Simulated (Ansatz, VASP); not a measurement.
Sn in VASP and in Ansatz

File POSCAR:

```
Sn
1.0
   -0.1080365728      3.2749570008      3.2749570008
    3.2749570008     -0.1080365728      3.2749570008
    3.2749570008      3.2749570008     -0.1080365728
Sn
2
Direct
   -0.0028307295     -0.0028307295     -0.0028307295
    0.2528307295      0.2528307295      0.2528307295
```

Contents of INCAR.step1:

```
SYSTEM = Sn
PREC = Accurate
ENCUT = 520
ISMEAR = -1
SIGMA = 0.02
LREAL = .FALSE.
LASPH = .TRUE.
NELM = 100
NBANDS = 21
GGA = PE
ALGO = Normal
EDIFF = 1E-4
LWAVE = .TRUE.
LCHARG = .FALSE.
```

INCAR.step2

```
SYSTEM = Sn
PREC = Accurate
ENCUT = 520
EDIFF = 1E-6
ISMEAR = -1
SIGMA = 0.02
LREAL = .FALSE.
LASPH = .TRUE.
NELM = 100
ALGO = Normal
ISIF = 2
LWAVE = .FALSE.
LCHARG = .TRUE.
METAGGA = R2SCAN
LMIXTAU = .TRUE.
LELF = .TRUE.
LVHAR = .TRUE.
NBANDS = 21
ISTART = 1
```

Contents of KPOINTS:

```
regular mesh
0
G
  6 6 6
  0 0 0
```

Input for Ansatz:

```yaml
crystal:
  lattice:
    - [-0.1080365728, 3.2749570008, 3.2749570008]
    - [3.2749570008, -0.1080365728, 3.2749570008]
    - [3.2749570008, 3.2749570008, -0.1080365728]
  atoms:
    - { symbol: Sn, position: [-0.0028307295, -0.0028307295, -0.0028307295] }
    - { symbol: Sn, position: [0.2528307295, 0.2528307295, 0.2528307295] }
kpoints:
  mp_grid: { grid: [6, 6, 6] }
  band_path:
    path:
      - [0.0, 0.0, 0.0]
      - [0.5, 0.0, 0.5]
      - [0.625, 0.25, 0.625]
      - [0.375, 0.375, 0.75]
      - [0.5, 0.5, 0.5]
      - [0.5, 0.25, 0.75]
      - [-0.034424, 0.0, 0.034342]
    npoints: 1
hamiltonian:
  xc: r2scan
scf:
  occupations: { method: fermi_dirac, width: 0.02 }
  n_extra_bands: 4
output:
  forces: true
  stress: true
  eigenvalues: true
  write_density: true
  write_potential: true
  elf: true
  volumetric_format: npy
```

Change from the starting cell: epitaxial_111 strain +3.0%.

Alike in both runs: task single point; functional r2SCAN; k mesh 6 × 6 × 6; occupations fermi-dirac, width 0.02 eV; no spin polarisation.

|  | VASP | Ansatz |
| --- | --- | --- |
| version | VASP 6.6.1 | Ansatz 0.2.0 |
| potentials or method | VASP PAW PBE potentials, release 64 (Sn_d) | plane waves, PAW |
| plane-wave cutoff (eV) | 520 | 500 |
| valence electrons in the cell | 28 | 28 |

|  | VASP | Ansatz | Ansatz less VASP |
| --- | --- | --- | --- |
| pressure (GPa) | -1.5 | -1.5 | +0.05 |
| traceless stress, the component that is largest in VASP (GPa) | 0.74 | 0.74 | -0.001 |

VASP's potentials were made for PBE, not for r2SCAN.
